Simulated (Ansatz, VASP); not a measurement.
# SbSe2 in VASP and in Ansatz

INCAR

```
SYSTEM = SbSe2
PREC     = Accurate       ! precision mode
ENCUT    = 600            ! plane-wave cutoff, eV
EDIFF    = 1E-7           ! SCF threshold, eV
ISMEAR   = 0              ! smearing method
SIGMA    = 0.1            ! smearing width, eV
LREAL    = .False.        ! projectors in reciprocal space
LASPH    = .True.         ! aspherical terms in the spheres
NELM     = 60             ! most SCF steps
ALGO     = Normal         ! electronic algorithm
ISIF     = 3              ! what is computed and relaxed
LWAVE    = .False.        ! write WAVECAR
LCHARG   = .False.        ! write CHGCAR
GGA      = PE             ! functional
IBRION   = 2              ! ionic algorithm
NSW      = 90             ! ionic steps
EDIFFG   = -0.04          ! ionic threshold
```

File KPOINTS:

```
Automatic mesh
0
Gamma
  6 6 6
  0 0 0
```

The input POSCAR:

```
SbSe2
1.0
   -1.9895352927      1.9895352927      4.8805787649
    1.9895352927     -1.9895352927      4.8805787649
    1.9895352927      1.9895352927     -4.8805787649
Sb Se
1 2
Direct
    0.0000000000      0.0000000000      0.0000000000
    0.6650000000      0.6650000000      0.0000000000
    0.3350000000      0.3350000000      0.0000000000
```

Input for Ansatz:

```yaml
crystal:
  lattice:
    - [-1.9895352927, 1.9895352927, 4.8805787649]
    - [1.9895352927, -1.9895352927, 4.8805787649]
    - [1.9895352927, 1.9895352927, -4.8805787649]
  atoms:
    - { symbol: Sb, position: [0.0, 0.0, 0.0] }
    - { symbol: Se, position: [0.665, 0.665, 0.0] }
    - { symbol: Se, position: [0.335, 0.335, 0.0] }
basis:
  ecutwfc: 420
kpoints:
  mp_grid: { grid: [6, 6, 6] }
hamiltonian:
  xc: pbe
scf:
  occupations: { method: gaussian, width: 0.1 }
  lower_state_search: "off"
output:
  forces: true
  stress: true
  eigenvalues: true
relax:
  adjacent_minimum: "off"
  f_tol: 0.04
  max_steps: 70
  cell: { stress_tol: 0.4 }
```

Alike in both runs: task relaxation of cell and atoms; functional PBE; k mesh 6 × 6 × 6; occupations gaussian, width 0.1 eV; no spin polarisation.

|  | VASP | Ansatz |
| --- | --- | --- |
| version | VASP 6.6.1 | Ansatz 0.2.0 |
| potentials or method | VASP PAW PBE potentials, release 64 (Sb, Se), cutoff 600 eV | scalar-relativistic, plane waves, PAW |
| valence electrons in the cell | 17 | 47 |

VASP gave:

```
gap on the k mesh at the Fermi level, each at its own relaxed structure (eV) : none
relaxed volume (Å³/atom)                                                     : 23.54
relaxed cell length with the largest relative difference (Å)                 : 5.846
```

What did Ansatz give for the same quantities?

gap on the k mesh at the Fermi level, each at its own relaxed structure (eV): none; relaxed volume (Å³/atom): 23.62; relaxed cell length with the largest relative difference (Å): 5.839.

A gap of «none» marks a metal or a gap that the smearing closes. VASP's potentials hold 17 valence electrons a cell and Ansatz's 47, so a difference there can come from the potentials and not from the codes.

The k mesh is coarse, so the values compare programs but aren't converged. Neither program's run includes spin-orbit coupling.
